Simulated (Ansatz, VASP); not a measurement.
Two plane-wave programs on RbTe4

```xyz
10
Lattice="7.2389 0.0000 0.0000 -3.6194 6.2691 0.0000 0.0000 0.0000 8.3438" Properties=species:S:1:pos:R:3 pbc="T T T"
Rb    3.6194    2.0897    0.0000
Rb    3.6194    2.0897    4.1719
Te   -2.2504    4.9065    6.2579
Te    0.4955    1.8669    6.2579
Te    1.7550    5.7647    6.2579
Te    2.2504    4.9065    2.0860
Te   -1.7550    5.7647    2.0860
Te   -0.4955    1.8669    2.0860
Te    0.0000    4.1794    4.1719
Te    0.0000    4.1794    0.0000
```

Alike in both runs: functional PBE; k mesh 6 × 6 × 6; occupations gaussian, width 0.1 eV; no spin polarisation.

Ansatz relaxed the structure, and its values are those at the end. VASP's run is a single point on that final structure, the one shown.

|  | VASP | Ansatz |
| --- | --- | --- |
| version | VASP 6.6.1 | Ansatz 0.2.0 |
| potentials or method | VASP PAW PBE potentials, release 64 (Rb_sv, Te), cutoff 520 eV | scalar-relativistic, plane waves, PAW |
| valence electrons in the cell | 66 | 146 |

|  | VASP | Ansatz | Ansatz less VASP |
| --- | --- | --- | --- |
| gap on the k mesh at the Fermi level (eV) | none | none | - |
| pressure (GPa) | 0.0 | 0.0 | +0.01 |

A gap of «none» marks a metal or a gap that the smearing closes. VASP's potentials hold 66 valence electrons a cell and Ansatz's 146, so a difference there can come from the potentials and not from the codes.

Spin-orbit coupling is off throughout.
